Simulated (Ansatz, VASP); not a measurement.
## KMgF3: VASP beside Ansatz

File INCAR:

```
PREC = Accurate
ENCUT = 520
EDIFF = 1E-6
ISMEAR = 0
SIGMA = 0.05
LREAL = F
LASPH = T
NELM = 60
ALGO = Normal
ISIF = 2
LWAVE = F
LCHARG = T
GGA = PS
LELF = T
LVHAR = T
NBANDS = 24
```

KPOINTS

```
Automatic mesh
0
Gamma
  6 6 6
```

The input POSCAR:

```
KMgF3
1.0
    3.6670280000      0.0000000000      0.0000000000
    0.0000000000      3.6670280000      0.0000000000
    0.0000000000      0.0000000000      3.6670280000
K Mg F
1 1 3
Direct
    0.5000000000      0.5000000000      0.5000000000
    0.0000000000      0.0000000000      0.0000000000
    0.5000000000      0.0000000000      0.0000000000
    0.0000000000      0.5000000000      0.0000000000
    0.0000000000      0.0000000000      0.5000000000
```

Input for Ansatz:

```yaml
crystal:
  lattice:
    - [3.667028, 0.0, 0.0]
    - [0.0, 3.667028, 0.0]
    - [0.0, 0.0, 3.667028]
  atoms:
    - { symbol: K, position: [0.5, 0.5, 0.5] }
    - { symbol: Mg, position: [0.0, 0.0, 0.0] }
    - { symbol: F, position: [0.5, 0.0, 0.0] }
    - { symbol: F, position: [0.0, 0.5, 0.0] }
    - { symbol: F, position: [0.0, 0.0, 0.5] }
basis:
  ecutwfc: 420
kpoints:
  mp_grid: { grid: [6, 6, 6] }
hamiltonian:
  xc: pbesol
scf:
  occupations: { method: gaussian, width: 0.05 }
output:
  forces: true
  stress: true
  eigenvalues: true
```

Change from the starting cell: strain -0.080 along x and y, -0.080 along z, atoms carried along.

Alike in both runs: task single point; functional PBEsol; k mesh 6 × 6 × 6; occupations gaussian, width 0.05 eV; no spin polarisation.

|  | VASP | Ansatz |
| --- | --- | --- |
| version | VASP 6.6.1 | Ansatz 0.2.0 |
| potentials or method | VASP PAW PBE potentials, release 64 (K_sv, Mg, F), cutoff 520 eV | scalar-relativistic, plane waves, PAW |
| valence electrons in the cell | 32 | 40 |

Ansatz gave:

| Property | Result |
| --- | --- |
| gap on the k mesh at the Fermi level (eV) | 9.31 |
| least direct gap on the mesh (eV) | 9.59 |
| pressure (GPa) | 32.7 |

Question: Which values does VASP return?

Answer: gap on the k mesh at the Fermi level (eV): 9.29; least direct gap on the mesh (eV): 9.57; pressure (GPa): 32.9.

VASP's potentials were made for PBE, not for PBEsol. Both programs put the cell under a high pressure, so it lies far from rest at this level. VASP's potentials hold 32 valence electrons a cell and Ansatz's 40, so a difference there can come from the potentials and not from the codes.
